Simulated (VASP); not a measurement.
# TiSi16 (a cell with a defect) in VASP: relaxation of the atoms with PBE

Aim: the relaxation of the atoms of TiSi16 (a cell with a defect) with PBE.

Everything below comes from runs of VASP 6.6.1. Logs are shortened: lines on timing, memory, paths and dates and some standing lists are left out, and cuts for length are marked.

## Step 1: The cell of the first run

The cell holds a defect, 17 atoms: a = 7.679 Å, b = 7.679 Å, c = 7.679 Å, α = 60.00°, β = 60.00°, γ = 60.00°.

## Step 2: Relaxation of the atoms, PBE

INCAR reads:

```
SYSTEM = TiSi16
  PREC = Accurate
  ENCUT = 520
  EDIFF = 1E-6
  ISMEAR = -1
  SIGMA = 0.02
  LREAL = Auto
  LASPH = .True.
  NELM = 60
  ALGO = Normal
  ISIF = 2
  LWAVE = .False.
  LCHARG = .False.
  GGA = PE
  IBRION = 2
  NSW = 45
  EDIFFG = -0.08
```

KPOINTS reads:

```
regular mesh
0
Gamma
  2 2 2
  0 0 0
```

POSCAR reads:

```
TiSi16
1.0
    0.0000000000      5.4300000000      5.4300000000
    5.4300000000      0.0000000000      5.4300000000
    5.4300000000      5.4300000000      0.0000000000
Si Ti
16 1
Direct
    0.0000000000      0.0000000000      0.0000000000
    0.1250000000      0.1250000000      0.1250000000
    0.0000000000      0.0000000000      0.5000000000
    0.1250000000      0.1250000000      0.6250000000
    0.0000000000      0.5000000000      0.0000000000
    0.1250000000      0.6250000000      0.1250000000
    0.0000000000      0.5000000000      0.5000000000
    0.1250000000      0.6250000000      0.6250000000
    0.5000000000      0.0000000000      0.0000000000
    0.6250000000      0.1250000000      0.1250000000
    0.5000000000      0.0000000000      0.5000000000
    0.6250000000      0.1250000000      0.6250000000
    0.5000000000      0.5000000000      0.0000000000
    0.6250000000      0.6250000000      0.1250000000
    0.5000000000      0.5000000000      0.5000000000
    0.6250000000      0.6250000000      0.6250000000
    0.3802992000      0.3689390000      0.3707254000
```

Potentials or basis: VASP PAW PBE potentials, release 64 (Si, Ti_sv).

Command:

```bash
cat potpaw_PBE.64/Si/POTCAR potpaw_PBE.64/Ti_sv/POTCAR > POTCAR
mpirun -np 1 vasp_std > vasp.out
```

OUTCAR:

```text
SYSTEM = TiSi16
   PREC = Accurate
   ENCUT = 520
   EDIFF = 1E-6
   ISMEAR = -1
   LREAL = Auto
   LASPH = .True.
   NELM = 60
   ISIF = 2
   GGA = PE
   IBRION = 2
   NSW = 45
   EDIFFG = -0.08

 ion  position               nearest neighbor table
   1  0.000  0.000  0.000-   2 2.35   4 2.35   6 2.35  10 2.35
   2  0.125  0.125  0.125-   1 2.35   3 2.35   5 2.35   9 2.35
   3  0.000  0.000  0.500-   2 2.35   4 2.35   8 2.35  12 2.35
   4  0.125  0.125  0.625-   1 2.35   3 2.35   7 2.35  11 2.35  17 2.71
   5  0.000  0.500  0.000-   2 2.35   6 2.35   8 2.35  14 2.35
   6  0.125  0.625  0.125-   1 2.35   5 2.35   7 2.35  13 2.35  17 2.72
   7  0.000  0.500  0.500-   4 2.35   6 2.35   8 2.35  16 2.35  17 2.38
   8  0.125  0.625  0.625-   3 2.35   5 2.35   7 2.35  15 2.35  17 2.77
   9  0.500  0.000  0.000-   2 2.35  10 2.35  12 2.35  14 2.35
  10  0.625  0.125  0.125-   1 2.35   9 2.35  11 2.35  13 2.35  17 2.66
  11  0.500  0.000  0.500-  17 2.31  10 2.35  12 2.35  16 2.35   4 2.35
  12  0.625  0.125  0.625-   3 2.35   9 2.35  11 2.35  15 2.35  17 2.71
  13  0.500  0.500  0.000-  17 2.32  10 2.35  14 2.35  16 2.35   6 2.35
  14  0.625  0.625  0.125-   5 2.35   9 2.35  13 2.35  15 2.35  17 2.72
  15  0.500  0.500  0.500-   8 2.35  12 2.35  14 2.35  16 2.35  17 2.38
  16  0.625  0.625  0.625-   7 2.35  11 2.35  13 2.35  15 2.35
  17  0.380  0.369  0.371-  11 2.31  13 2.32  15 2.38   7 2.38  10 2.66  12 2.71   4 2.71  14 2.72
                             6 2.72   8 2.77

  LATTYP: Found a face centered cubic cell.
 ALAT       =    10.8600000000

  Lattice vectors:

 A1 = (   0.0000000000,   5.4300000000,   5.4300000000)
 A2 = (   5.4300000000,   0.0000000000,   5.4300000000)
 A3 = (   5.4300000000,   5.4300000000,   0.0000000000)

Analysis of symmetry for initial positions (statically):
=====================================================================
 Subroutine PRICEL returns:
 Original cell was already a primitive cell.

 Routine SETGRP: Setting up the symmetry group for a
 face centered cubic supercell.

 Subroutine GETGRP returns: Found  1 space group operations
 (whereof  1 operations were pure point group operations)
 out of a pool of 48 trial point group operations.

The static configuration has the point symmetry C_1 .

Analysis of symmetry for dynamics (positions and initial velocities):
=====================================================================
 Subroutine PRICEL returns:
 Original cell was already a primitive cell.

 Routine SETGRP: Setting up the symmetry group for a
 face centered cubic supercell.

 Subroutine GETGRP returns: Found  1 space group operations
 (whereof  1 operations were pure point group operations)
 out of a pool of 48 trial point group operations.

The dynamic configuration has the point symmetry C_1 .

 Subroutine INISYM returns: Found  1 space group operations
 (whereof  1 operations are pure point group operations),
 and found     1 'primitive' translations

----------------------------------------------------------------------------------------

                                     Primitive cell

  volume of cell :     320.2060

  direct lattice vectors                    reciprocal lattice vectors
     0.000000000  5.430000000  5.430000000    -0.092081031  0.092081031  0.092081031
     5.430000000  0.000000000  5.430000000     0.092081031 -0.092081031  0.092081031
     5.430000000  5.430000000  0.000000000     0.092081031  0.092081031 -0.092081031

  length of vectors
     7.679179644  7.679179644  7.679179644     0.159489025  0.159489025  0.159489025

  position of ions in fractional coordinates (direct lattice)
     0.000000000  0.000000000  0.000000000
     0.125000000  0.125000000  0.125000000
     0.000000000  0.000000000  0.500000000
     0.125000000  0.125000000  0.625000000
     0.000000000  0.500000000  0.000000000
     0.125000000  0.625000000  0.125000000
[... 9 lines left out ...]
     0.625000000  0.625000000  0.625000000
     0.380299200  0.368939000  0.370725400

  ion indices of the primitive-cell ions
   primitive index   ion index
                 1           1
                 2           2
                 3           3
                 4           4
                 5           5
                 6           6
[... 9 lines left out ...]
                16          16
                17          17

----------------------------------------------------------------------------------------

 KPOINTS: regular mesh

Automatic generation of k-mesh.
 Grid dimensions read from file:
 generate k-points for:    2    2    2

 Generating k-lattice:

  Cartesian coordinates                     Fractional coordinates (reciprocal lattice)
    -0.046040516  0.046040516  0.046040516     0.500000000  0.000000000  0.000000000
     0.046040516 -0.046040516  0.046040516     0.000000000  0.500000000  0.000000000
     0.046040516  0.046040516 -0.046040516     0.000000000  0.000000000  0.500000000

  Length of vectors
     0.079744512  0.079744512  0.079744512

  Shift w.r.t. Gamma in fractional coordinates (k-lattice)
     0.000000000  0.000000000  0.000000000

 Subroutine IBZKPT returns following result:
 ===========================================

 Found      8 irreducible k-points:

 Following reciprocal coordinates:
            Coordinates               Weight
  0.000000  0.000000  0.000000      1.000000
  0.500000  0.000000  0.000000      1.000000
  0.000000  0.500000  0.000000      1.000000
  0.000000  0.000000  0.500000      1.000000
  0.500000  0.500000  0.500000      1.000000
  0.500000  0.500000  0.000000      1.000000
  0.000000  0.500000  0.500000      1.000000
  0.500000  0.000000  0.500000      1.000000
   k-points           NKPTS =      8   k-points in BZ     NKDIM =      8   number of bands    NBANDS=     47
   number of dos      NEDOS =    301   number of ions     NIONS =     17
   total plane-waves  NPLWV = 216000
   dimension x,y,z NGX =    60 NGY =   60 NGZ =   60
   dimension x,y,z NGXF=   120 NGYF=  120 NGZF=  120
   ions per type =              16   1
   NGX,Y,Z   is equivalent  to a cutoff of  12.99, 12.99, 12.99 a.u.
   NGXF,Y,Z  is equivalent  to a cutoff of  25.98, 25.98, 25.98 a.u.
 SYSTEM =  TiSi16
   PREC   = accura    normal or accurate (medium, high low for compatibility)
   ISTART =      0    job   : 0-new  1-cont  2-samecut
   ICHARG =      2    charge: 1-file 2-atom 10-const
   ISPIN  =      1    spin polarized calculation?
   LNONCOLLINEAR =      F non collinear calculations
   LSORBIT =      F    spin-orbit coupling
   LASPH  =      T    aspherical Exc in radial PAW
   ENCUT  =  520.0 eV  38.22 Ry    6.18 a.u.  14.28 14.28 14.28*2*pi/ulx,y,z
   NELM   =     60;   NELMIN=  2; NELMDL= -5     # of ELM steps
   EDIFF  = 0.1E-05   stopping-criterion for ELM
   LREAL  =      T    real-space projection
   EDIFFG = -.8E-01   stopping-criterion for IOM
   NSW    =     45    number of steps for IOM
   IBRION =      2    ionic relax: 0-MD 1-quasi-New 2-CG
   NFREE  =      1    steps in history (QN), initial steepest desc. (CG)
   ISIF   =      2    stress and relaxation
   ISYM   =      2    0-nonsym 1-usesym 2-fastsym
   POTIM  = 0.5000    time-step for ionic-motion
   TEBEG  =    0.0;   TEEND  =   0.0 temperature during run
   PSTRESS=    0.0 pullay stress
   NELECT =      76.0000    total number of electrons
   NUPDOWN=      -1.0000    fix difference up-down
   EMIN   =  10.00;   EMAX   =-10.00  energy-range for DOS
   EFERMI =   0.00;   METHOD = LEGACY
   ISMEAR =    -1;   SIGMA  =   0.02  broadening in eV -4-tet -1-fermi 0-gaus
   EFERMI_NEDOS =   21; number of points for ismear=-14 and -15
   IALGO  =     38    algorithm
   IMIX   =      4    mixing-type and parameters
     AMIX     =   0.40;   BMIX     =  1.00
     AMIX_MAG =   1.60;   BMIX_MAG =  1.00
  volume/ion in A,a.u.               =      18.84       127.11
  Fermi-wavevector in a.u.,A,eV,Ry     =   1.013607  1.915439 13.978610  1.027399
  Thomas-Fermi vector in A             =   2.146786
   LORBIT       =      0    0 simple, 1 ext, 2 COOP (PROOUT), +10 PAW based schemes
   GGA     = PE    functional components
   LHFCALC =     F    Hartree Fock is set to
   AEXX    =    0.0000 exact exchange contribution
   IVDW    =     0    specifies the selected vdW correction
   LEPSILON=     F    determine dielectric tensor
   LRPA    =     F    only Hartree local field effects (RPA)
 conjugate gradient relaxation of ions
 non-spin polarized calculation
  energy-cutoff  :      520.00
  volume of cell :      320.21
 maximum number of plane-waves:      8646
 NGX is ok and might be reduce to    60
   NGX = 29   NGY = 29   NGZ = 29

--------------------------------------- Ionic step        1  -------------------------------------------

 number of electron      76.0000005 magnetization

 Free energy of the ion-electron system (eV)
  ---------------------------------------------------
  ext. energy  EPLUGINS =         0.00000000
  ---------------------------------------------------
  free energy    TOTEN  =       -91.81350126 eV

  energy without entropy =      -91.76996576  energy(sigma->0) =      -91.79173351

------------------------ aborting loop because EDIFF is reached ----------------------------------------

  FORCE on cell =-STRESS in cart. coord.  units (eV):
  Direction    XX          YY          ZZ          XY          YZ          ZX
  --------------------------------------------------------------------------------------
  -------------------------------------------------------------------------------------
  Total        9.8536161      9.9061692      9.9055938     -0.0480580     -0.6980274      0.0665950
  in kB       49.3033850     49.5663389     49.5634598     -0.2404621     -3.4926379      0.3332136
  external PRESSURE =      49.4777279 kB  Pullay stress =       0.0000000 kB

 VOLUME and BASIS-vectors are now :
 -----------------------------------------------------------------------------
  energy-cutoff  :      520.00
  volume of cell :      320.21
      direct lattice vectors                 reciprocal lattice vectors
     0.000000000  5.430000000  5.430000000    -0.092081031  0.092081031  0.092081031
     5.430000000  0.000000000  5.430000000     0.092081031 -0.092081031  0.092081031
     5.430000000  5.430000000  0.000000000     0.092081031  0.092081031 -0.092081031
[... 222 lines left out ...]
      6.77578      6.78877      6.78649         0.037514     -0.006837      0.006858
      4.05824      4.07384      4.07155         0.106291     -0.009208      0.008426
 -----------------------------------------------------------------------------------
    total drift:                                0.011354     -0.000678      0.003718

  FREE ENERGIE OF THE ION-ELECTRON SYSTEM (eV)
  ---------------------------------------------------
  free  energy   TOTEN  =       -92.2126816237 eV

  energy  without entropy=      -92.1894923999  energy(sigma->0) =      -92.20108701

--------------------------------------- Ionic step        6  -------------------------------------------

 number of electron      75.9999998 magnetization

 Free energy of the ion-electron system (eV)
  ---------------------------------------------------
  ext. energy  EPLUGINS =         0.00000000
  ---------------------------------------------------
  free energy    TOTEN  =       -92.21405991 eV

  energy without entropy =      -92.18991499  energy(sigma->0) =      -92.20198745

 E-fermi :   6.9300     XC(G=0):  -9.7514

 val. band max:        6.8905125098   @ k =   0.0000   0.5000   0.5000
 cond. band min:       6.9561067123   @ k =   0.5000   0.5000   0.5000
 fundamental gap:      0.0655942024
 Fermi energy:         6.9300315215

 k-point     1 :       0.0000    0.0000    0.0000
  band No.  band energies     occupation
      1     -49.8797      2.00000
      2     -26.2554      2.00000
      3     -26.2525      2.00000
      4     -26.2485      2.00000
      5      -5.7215      2.00000
      6      -3.5137      2.00000
[... 415 lines left out ...]
      2.69759      2.70014      0.01492        -0.000497     -0.004603      0.004421
      4.06974      4.07437      1.32264        -0.011402      0.009568     -0.012600
      2.69789      0.01503      2.70002        -0.001491      0.004459     -0.004641
      4.07002      1.32307      4.07391        -0.009555     -0.013376      0.007991
[... 9 lines left out ...]
      6.77618      6.78861      6.78668         0.016677     -0.001942      0.002044
      4.06288      4.07345      4.07189         0.039905     -0.004072      0.003174
 -----------------------------------------------------------------------------------
    total drift:                                0.006630      0.001386      0.000281

  FREE ENERGIE OF THE ION-ELECTRON SYSTEM (eV)
  ---------------------------------------------------
  free  energy   TOTEN  =       -92.2140599056 eV

  energy  without entropy=      -92.1899149878  energy(sigma->0) =      -92.20198745

 reached required accuracy - stopping structural energy minimisation
```

It took 24 min on 1 thread of Oxide Virtual Turin-like, shared host; peak memory 0.52 GiB.

Results:

```
Free energy                  : -92.2141 eV
Energy gained by relaxing    : 23.6 meV/atom
Ionic steps                  : 6
Pressure after relaxing      : 4.0 GPa
Largest force after relaxing : 0.040 eV/Å
Band gap on the k mesh       : zero (bands 38 and 39 overlap by 0.43 eV)
```

Forces on the atoms (eV/Å):
```
Si   0.006 -0.001  0.000
Si  -0.002  0.000  0.000
Si   0.000 -0.005  0.004
Si  -0.011  0.010 -0.013
Si  -0.001  0.004 -0.005
Si  -0.010 -0.013  0.008
Si  -0.014  0.007  0.007
Si   0.018  0.001  0.000
Si   0.006  0.000  0.001
Si  -0.006  0.002 -0.002
Si  -0.005 -0.003  0.003
Si  -0.011  0.012 -0.009
Si  -0.003  0.006 -0.006
Si  -0.009 -0.008  0.013
Si  -0.014 -0.007 -0.007
Si   0.017 -0.002  0.002
Ti   0.040 -0.004  0.003
```

The path:
| step | energy change (eV) | largest force (eV/Å) | pressure (GPa) |
| --- | --- | --- | --- |
| 1 | 0.0000 | 2.1010 | 4.95 |
| 2 | -0.3888 | 0.4713 | 4.00 |
| 3 | -0.3904 | 0.3144 | 4.03 |
| 4 | -0.3985 | 0.1795 | 4.01 |
| 5 | -0.3992 | 0.1070 | 4.01 |
| 6 | -0.4006 | 0.0402 | 4.02 |

Final structure:
```
Si Ti
1.0
     0.00000    5.43000    5.43000
     5.43000    0.00000    5.43000
     5.43000    5.43000    0.00000
Si Ti
16 1
Direct
  0.00180 0.00127 0.00134
  0.12495 0.12505 0.12504
  0.00161 0.00114 0.49565
  0.12222 0.12136 0.62813
  0.00158 0.49566 0.00119
  0.12219 0.62807 0.12147
  0.98843 0.50379 0.50382
  0.12205 0.62794 0.62797
  0.49559 0.00127 0.00135
  0.62844 0.12149 0.12163
  0.50450 0.98656 0.50444
  0.62830 0.12137 0.62813
  0.50441 0.50433 0.98684
  0.62828 0.62807 0.12147
  0.50398 0.50381 0.50384
  0.62607 0.62378 0.62414
  0.37592 0.37397 0.37426
```

Caveat: the k points lie up to 0.50 Å⁻¹ apart; the relaxation stopped at a loose force limit of 0.08 eV/Å, so its end isn't a converged minimum.

The gap in the log of VASP goes by the Fermi energy; the results here count the filled bands.